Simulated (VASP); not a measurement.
# Zn4SeS3 (P-4m2) in VASP: relaxation of cell and atoms with PBE

Aim: the relaxation of cell and atoms of Zn4SeS3 with PBE.

Program: VASP 6.6.1. These are calculated values, not measurements. Logs are shortened: lines on timing, memory, paths and dates and some standing lists are left out, and cuts for length are marked.

## (1) The cell of the first run

The structure is tetragonal, space group P-4m2 (No. 115). The conventional cell has a = 3.907 Å, b = 3.907 Å, c = 10.971 Å, α = 90.00°, β = 90.00°, γ = 90.00°. Zn (site symmetry 2mm) has 4 S at 2.37 Å within 3.1 Å. Within 3.1 Å of Zn (site symmetry 2mm) lie 2 S at 2.37 Å and 2 Se at 2.45 Å. Se (site symmetry -4m2) has 4 Zn at 2.45 Å within 3.2 Å. Within 3.1 Å of S (site symmetry -4m2) lie 4 Zn at 2.37 Å. Within 3.1 Å of S (site symmetry 2mm) lie 4 Zn at 2.37 Å.

## (2) Relaxation of cell and atoms, PBE

Contents of INCAR:

```
ALGO     = Normal         # electronic algorithm
EDIFF    = 1E-6           # SCF threshold, eV
EDIFFG   = -0.01          # ionic threshold
ENCUT    = 600            # plane-wave cutoff, eV
GGA      = PE             # functional
IBRION   = 2              # ionic algorithm
ISIF     = 3              # what is computed and relaxed
ISMEAR   = 0              # smearing method
LASPH    = T              # aspherical terms in the spheres
LCHARG   = F              # write CHGCAR
LREAL    = F              # projectors in reciprocal space
LWAVE    = F              # write WAVECAR
NELM     = 100            # most SCF steps
NSW      = 100            # ionic steps
PREC     = Accurate       # precision mode
SIGMA    = 0.02           # smearing width, eV
```

Contents of KPOINTS:

```
k-points
0
Gamma
  8 8 4
```

Contents of POSCAR:

```
Zn4SeS3
1.0
    3.9074353127      0.0000000000      0.0000000000
    0.0000000000      3.9074353127      0.0000000000
    0.0000000000      0.0000000000     10.9707332292
Zn Se S
4 1 3
Direct
    0.5000000000      0.0000000000      0.8784244174
    0.0000000000      0.5000000000      0.1215755826
    0.5000000000      0.0000000000      0.3652622715
    0.0000000000      0.5000000000      0.6347377285
    0.0000000000      0.0000000000      0.5000000000
    0.0000000000      0.0000000000      0.0000000000
    0.5000000000      0.5000000000      0.2432616397
    0.5000000000      0.5000000000      0.7567383603
```

Potentials or basis: VASP PAW PBE potentials, release 64 (Zn, Se, S).

The run is started by

```console
$ cat potpaw_PBE.64/Zn/POTCAR potpaw_PBE.64/Se/POTCAR potpaw_PBE.64/S/POTCAR > POTCAR
$ mpirun -np 1 vasp_std > vasp.out
```

OUTCAR:

```text
EDIFF = 1E-6
   EDIFFG = -0.01
   ENCUT = 600
   GGA = PE
   IBRION = 2
   ISIF = 3
   ISMEAR = 0
   LASPH = T
   LREAL = F
   NELM = 100
   NSW = 100
   PREC = Accurate

 ion  position               nearest neighbor table
   1  0.500  0.000  0.878-   6 2.37   6 2.37   8 2.37   8 2.37
   2  0.000  0.500  0.122-   6 2.37   6 2.37   7 2.37   7 2.37
   3  0.500  0.000  0.365-   7 2.37   7 2.37   5 2.45   5 2.45
   4  0.000  0.500  0.635-   8 2.37   8 2.37   5 2.45   5 2.45
   5  0.000  0.000  0.500-   3 2.45   4 2.45   4 2.45   3 2.45
   6  0.000  0.000  0.000-   1 2.37   2 2.37   2 2.37   1 2.37
   7  0.500  0.500  0.243-   2 2.37   2 2.37   3 2.37   3 2.37
   8  0.500  0.500  0.757-   1 2.37   1 2.37   4 2.37   4 2.37

  LATTYP: Found a simple tetragonal cell.
 ALAT       =     3.9074353127
 C/A-ratio  =     2.8076557515

  Lattice vectors:

 A1 = (   3.9074353127,   0.0000000000,   0.0000000000)
 A2 = (   0.0000000000,   3.9074353127,   0.0000000000)
 A3 = (   0.0000000000,   0.0000000000,  10.9707332292)

Analysis of symmetry for initial positions (statically):
=====================================================================
 Subroutine PRICEL returns:
 Original cell was already a primitive cell.

 Routine SETGRP: Setting up the symmetry group for a
 simple tetragonal supercell.

 Subroutine GETGRP returns: Found  8 space group operations
 (whereof  8 operations were pure point group operations)
 out of a pool of 16 trial point group operations.

The static configuration has the point symmetry D_2d.

Analysis of symmetry for dynamics (positions and initial velocities):
=====================================================================
 Subroutine PRICEL returns:
 Original cell was already a primitive cell.

 Routine SETGRP: Setting up the symmetry group for a
 simple tetragonal supercell.

 Subroutine GETGRP returns: Found  8 space group operations
 (whereof  8 operations were pure point group operations)
 out of a pool of 16 trial point group operations.

The dynamic configuration has the point symmetry D_2d.

 Subroutine INISYM returns: Found  8 space group operations
 (whereof  8 operations are pure point group operations),
 and found     1 'primitive' translations

----------------------------------------------------------------------------------------

                                     Primitive cell

  volume of cell :     167.5017

  direct lattice vectors                    reciprocal lattice vectors
     3.907435313  0.000000000  0.000000000     0.255922343  0.000000000  0.000000000
     0.000000000  3.907435313  0.000000000     0.000000000  0.255922343  0.000000000
     0.000000000  0.000000000 10.970733229     0.000000000  0.000000000  0.091151610

  length of vectors
     3.907435313  3.907435313 10.970733229     0.255922343  0.255922343  0.091151610

  position of ions in fractional coordinates (direct lattice)
     0.500000000  0.000000000  0.878424417
     0.000000000  0.500000000  0.121575583
     0.500000000  0.000000000  0.365262272
     0.000000000  0.500000000  0.634737728
     0.000000000  0.000000000  0.500000000
     0.000000000  0.000000000  0.000000000
     0.500000000  0.500000000  0.243261640
     0.500000000  0.500000000  0.756738360

  ion indices of the primitive-cell ions
   primitive index   ion index
                 1           1
                 2           2
                 3           3
                 4           4
                 5           5
                 6           6
                 7           7
                 8           8

----------------------------------------------------------------------------------------

 KPOINTS: k-points

Automatic generation of k-mesh.
 Grid dimensions read from file:
 generate k-points for:    8    8    4

 Generating k-lattice:

  Cartesian coordinates                     Fractional coordinates (reciprocal lattice)
     0.031990293  0.000000000  0.000000000     0.125000000  0.000000000  0.000000000
     0.000000000  0.031990293  0.000000000     0.000000000  0.125000000  0.000000000
     0.000000000  0.000000000  0.022787903     0.000000000  0.000000000  0.250000000

  Length of vectors
     0.031990293  0.031990293  0.022787903

  Shift w.r.t. Gamma in fractional coordinates (k-lattice)
     0.000000000  0.000000000  0.000000000

 Subroutine IBZKPT returns following result:
 ===========================================

 Found     45 irreducible k-points:

 Following reciprocal coordinates:
            Coordinates               Weight
  0.000000  0.000000  0.000000      1.000000
  0.125000  0.000000  0.000000      4.000000
  0.250000  0.000000  0.000000      4.000000
  0.375000  0.000000  0.000000      4.000000
  0.500000  0.000000  0.000000      2.000000
  0.125000  0.125000  0.000000      4.000000
[... 16 lines left out ...]
  0.375000  0.125000  0.250000     16.000000
  0.500000  0.125000  0.250000      8.000000
 [... further k-points ...]
   k-points           NKPTS =     45   k-points in BZ     NKDIM =     45   number of bands    NBANDS=     43
   number of dos      NEDOS =    301   number of ions     NIONS =      8
   total plane-waves  NPLWV =  92160
   dimension x,y,z NGX =    32 NGY =   32 NGZ =   90
   dimension x,y,z NGXF=    64 NGYF=   64 NGZF=  180
   ions per type =               4   1   3
   NGX,Y,Z   is equivalent  to a cutoff of  13.61, 13.61, 13.64 a.u.
   NGXF,Y,Z  is equivalent  to a cutoff of  27.23, 27.23, 27.28 a.u.
 SYSTEM =  unknown system
   PREC   = accura    normal or accurate (medium, high low for compatibility)
   ISTART =      0    job   : 0-new  1-cont  2-samecut
   ICHARG =      2    charge: 1-file 2-atom 10-const
   ISPIN  =      1    spin polarized calculation?
   LNONCOLLINEAR =      F non collinear calculations
   LSORBIT =      F    spin-orbit coupling
   LASPH  =      T    aspherical Exc in radial PAW
   ENCUT  =  600.0 eV  44.10 Ry    6.64 a.u.   7.80  7.80 21.91*2*pi/ulx,y,z
   NELM   =    100;   NELMIN=  2; NELMDL= -5     # of ELM steps
   EDIFF  = 0.1E-05   stopping-criterion for ELM
   LREAL  =      F    real-space projection
   EDIFFG = -.1E-01   stopping-criterion for IOM
   NSW    =    100    number of steps for IOM
   IBRION =      2    ionic relax: 0-MD 1-quasi-New 2-CG
   NFREE  =      1    steps in history (QN), initial steepest desc. (CG)
   ISIF   =      3    stress and relaxation
   ISYM   =      2    0-nonsym 1-usesym 2-fastsym
   POTIM  = 0.5000    time-step for ionic-motion
   TEBEG  =    0.0;   TEEND  =   0.0 temperature during run
   PSTRESS=    0.0 pullay stress
   NELECT =      72.0000    total number of electrons
   NUPDOWN=      -1.0000    fix difference up-down
   EMIN   =  10.00;   EMAX   =-10.00  energy-range for DOS
   EFERMI =   0.00;   METHOD = LEGACY
   ISMEAR =     0;   SIGMA  =   0.02  broadening in eV -4-tet -1-fermi 0-gaus
   EFERMI_NEDOS =   21; number of points for ismear=-14 and -15
   IALGO  =     38    algorithm
   IMIX   =      4    mixing-type and parameters
     AMIX     =   0.40;   BMIX     =  1.00
     AMIX_MAG =   1.60;   BMIX_MAG =  1.00
  volume/ion in A,a.u.               =      20.94       141.29
  Fermi-wavevector in a.u.,A,eV,Ry     =   1.235509  2.334773 20.769055  1.526482
  Thomas-Fermi vector in A             =   2.370156
   LORBIT       =      0    0 simple, 1 ext, 2 COOP (PROOUT), +10 PAW based schemes
   GGA     = PE    functional components
   LHFCALC =     F    Hartree Fock is set to
   AEXX    =    0.0000 exact exchange contribution
   IVDW    =     0    specifies the selected vdW correction
   LEPSILON=     F    determine dielectric tensor
   LRPA    =     F    only Hartree local field effects (RPA)
 conjugate gradient relaxation of ions
 non-spin polarized calculation
 Gauss-broadening in eV      SIGMA  =   0.02
  energy-cutoff  :      600.00
  volume of cell :      167.50
 maximum number of plane-waves:      5632
 NGX is ok and might be reduce to    32
   NGX = 15   NGY = 15   NGZ = 43

--------------------------------------- Ionic step        1  -------------------------------------------

 number of electron      71.9999975 magnetization

 Free energy of the ion-electron system (eV)
  ---------------------------------------------------
  ext. energy  EPLUGINS =         0.00000000
  ---------------------------------------------------
  free energy    TOTEN  =       -26.53226117 eV

  energy without entropy =      -26.53226117  energy(sigma->0) =      -26.53226117

------------------------ aborting loop because EDIFF is reached ----------------------------------------

  FORCE on cell =-STRESS in cart. coord.  units (eV):
  Direction    XX          YY          ZZ          XY          YZ          ZX
  --------------------------------------------------------------------------------------
  -------------------------------------------------------------------------------------
  Total        0.1951721      0.1951721      0.4776457      0.0000000      0.0000000      0.0000000
  in kB        1.8668485      1.8668485      4.5687483      0.0000000      0.0000000      0.0000000
  external PRESSURE =       2.7674818 kB  Pullay stress =       0.0000000 kB
[... 237 lines left out ...]
  energy  without entropy=      -26.5336557563  energy(sigma->0) =      -26.53365576

--------------------------------------- Ionic step        7  -------------------------------------------

 number of electron      71.9999976 magnetization

 Free energy of the ion-electron system (eV)
  ---------------------------------------------------
  ext. energy  EPLUGINS =         0.00000000
  ---------------------------------------------------
  free energy    TOTEN  =       -26.53369654 eV

  energy without entropy =      -26.53369654  energy(sigma->0) =      -26.53369654

 E-fermi :   1.8891     XC(G=0):  -9.4276

 val. band max:        1.8067182235   @ k =   0.0000   0.0000   0.0000
 cond. band min:       3.4953810119   @ k =   0.0000   0.0000   0.0000
 fundamental gap:      1.6886627884
 Fermi energy:         1.8891345292

 k-point     1 :       0.0000    0.0000    0.0000
  band No.  band energies     occupation
      1     -11.2594      2.00000
      2     -10.7535      2.00000
      3     -10.7250      2.00000
      4     -10.1284      2.00000
      5      -4.6129      2.00000
      6      -4.6026      2.00000
[... 1093 lines left out ...]
     42       7.6335      0.00000
     43       7.9975      0.00000

 [... further k-points ...]
[... 5 lines left out ...]
  --------------------------------------------------------------------------------------
  -------------------------------------------------------------------------------------
  Total        0.0070077      0.0070077      0.0159321      0.0000000      0.0000000      0.0000000
  in kB        0.0667724      0.0667724      0.1518067      0.0000000      0.0000000      0.0000000
  external PRESSURE =       0.0951171 kB  Pullay stress =       0.0000000 kB
[... 23 lines left out ...]
  FREE ENERGIE OF THE ION-ELECTRON SYSTEM (eV)
  ---------------------------------------------------
  free  energy   TOTEN  =       -26.5336965394 eV

  energy  without entropy=      -26.5336965394  energy(sigma->0) =      -26.53369654

 reached required accuracy - stopping structural energy minimisation
```

It took 24 min on 1 thread of Oxide Virtual Turin-like, shared host; peak memory 0.5 GiB.

Results:

| Property | Result |
| --- | --- |
| Free energy | -26.5337 eV |
| Relaxed volume | 21.02 Å³/atom |
| Relaxed cell | a = 3.904 Å, b = 3.904 Å, c = 11.033 Å, α = 90.00°, β = 90.00°, γ = 90.00° |
| Space group after relaxing (to 0.1 Å) | P-4m2 (No. 115) |
| Energy gained by relaxing | 0.2 meV/atom |
| Ionic steps | 7 |
| Pressure after relaxing | 0.0 GPa |
| Largest force after relaxing | 0.004 eV/Å |
| Band gap on the k mesh | 1.69 eV |

Forces in eV/Å, atoms in the order of the input:
```
Zn   0.000  0.000  0.004
Zn   0.000  0.000 -0.004
Zn   0.000  0.000  0.004
Zn   0.000  0.000 -0.004
Se   0.000  0.000  0.000
S    0.000  0.000  0.000
S    0.000  0.000 -0.003
S    0.000  0.000  0.003
```

The path:
```csv
step,energy change (eV),largest force (eV/Å),pressure (GPa),volume (Å³)
1,0.0000,0.0471,0.28,167.50
2,-0.0010,0.0200,-0.08,168.38
3,-0.0010,0.0217,-0.05,168.33
4,-0.0010,0.0198,-0.06,168.35
5,-0.0012,0.0085,-0.05,168.28
6,-0.0014,0.0164,0.00,168.17
7,-0.0014,0.0042,0.01,168.15
```

Final structure:
```
Zn Se S
1.0
     3.90393    0.00000    0.00000
     0.00000    3.90393    0.00000
     0.00000    0.00000   11.03283
Zn Se S
4 1 3
Direct
  0.50000 0.00000 0.87849
  0.00000 0.50000 0.12151
  0.50000 0.00000 0.36479
  0.00000 0.50000 0.63521
  0.00000 0.00000 0.50000
  0.00000 0.00000 0.00000
  0.50000 0.50000 0.24319
  0.50000 0.50000 0.75681
```

A k mesh can miss the band edges.
